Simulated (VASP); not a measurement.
A run of VASP 6.6.1:

File INCAR:

```
SYSTEM = TaSBr
ALGO     = Normal         ! electronic algorithm
EDIFF    = 1E-6           ! SCF threshold, eV
ENCUT    = 500            ! plane-wave cutoff, eV
GGA      = PE             ! functional
GGA_COMPAT= .False.      
ISIF     = 2              ! what is computed and relaxed
ISMEAR   = 0              ! smearing method
ISPIN    = 2              ! spin polarisation
LASPH    = .True.         ! aspherical terms in the spheres
LCHARG   = .True.         ! write CHGCAR
LELF     = .True.         ! ELF
LMAXMIX  = 4              ! l up to which the mixer works
LORBIT   = 11             ! projections on sites
LREAL    = .False.        ! projectors in reciprocal space
LVHAR    = .True.       
LWAVE    = .False.        ! write WAVECAR
MAGMOM   = 1 0 0          ! initial moments
NBANDS   = 23             ! bands
NELM     = 200            ! most SCF steps
PREC     = Accurate       ! precision mode
SIGMA    = 0.1            ! smearing width, eV
```

Contents of KPOINTS:

```
k-points
0
Gamma
  6 6 2
  0 0 0
```

File POSCAR:

```
TaSBr
1.0
    3.4006278207      0.0000000000      0.0000000000
    0.0000000000      3.4006278207      0.0000000000
    0.0000000000      0.0000000000      6.8792435780
Ta S Br
1 1 1
Direct
    0.0000000000      0.0000000000      0.5000000000
    0.5000000000      0.5000000000      0.5000000000
    0.5000000000      0.5000000000      0.0000000000
```

Potentials or basis: VASP PAW PBE potentials, release 64 (Ta_pv, S, Br).

The run is started by

```bash
$ cat potpaw_PBE.64/Ta_pv/POTCAR potpaw_PBE.64/S/POTCAR potpaw_PBE.64/Br/POTCAR > POTCAR
$ mpirun -np 1 vasp_std > vasp.out
```

Hardware: 1 thread of Intel(R) Xeon(R) Platinum 8259CL CPU @ 2.50GHz (Skylake/Cascade Lake), with other jobs on the host.

Question: How long does it take, and how much memory?

Answer: It took 100 s on 1 thread of Intel(R) Xeon(R) Platinum 8259CL CPU @ 2.50GHz (Skylake/Cascade Lake), on a shared host, peak memory 0.25 GiB. Counts: scf iterations 19, k points 20.
